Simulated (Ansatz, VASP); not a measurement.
## Be in VASP and in Ansatz

```
Be
1.0
     3.99414    0.00000    0.00000
     0.00000    3.99414    0.00000
     0.00000    0.00000   23.80000
Be
4
Cartesian
  2.9956 2.9956 7.0000
  0.9985 0.9985 7.0000
  2.9956 0.9985 7.0000
  0.9985 2.9956 7.0000
```

Alike in both runs: functional PBE; k mesh 10 × 10 × 1; occupations gaussian, width 0.02 eV; no spin polarisation.

Ansatz relaxed the structure, and its values are those at the end. VASP's run is a single point on that final structure, the one shown.

```csv
,VASP,Ansatz
version,VASP 6.6.1,Ansatz 0.2.0
potentials or method,"VASP PAW PBE potentials, release 64 (Be), cutoff 520 eV","scalar-relativistic, plane waves, PAW"
valence electrons in the cell,8,8
```

|  | VASP | Ansatz | Ansatz less VASP |
| --- | --- | --- | --- |
| gap on the k mesh at the Fermi level (eV) | 0.09 | 0.09 | 0.000 |
| least direct gap on the mesh (eV) | 0.40 | 0.40 | +0.001 |

Ansatz's warnings: structure snapped to symmetry.
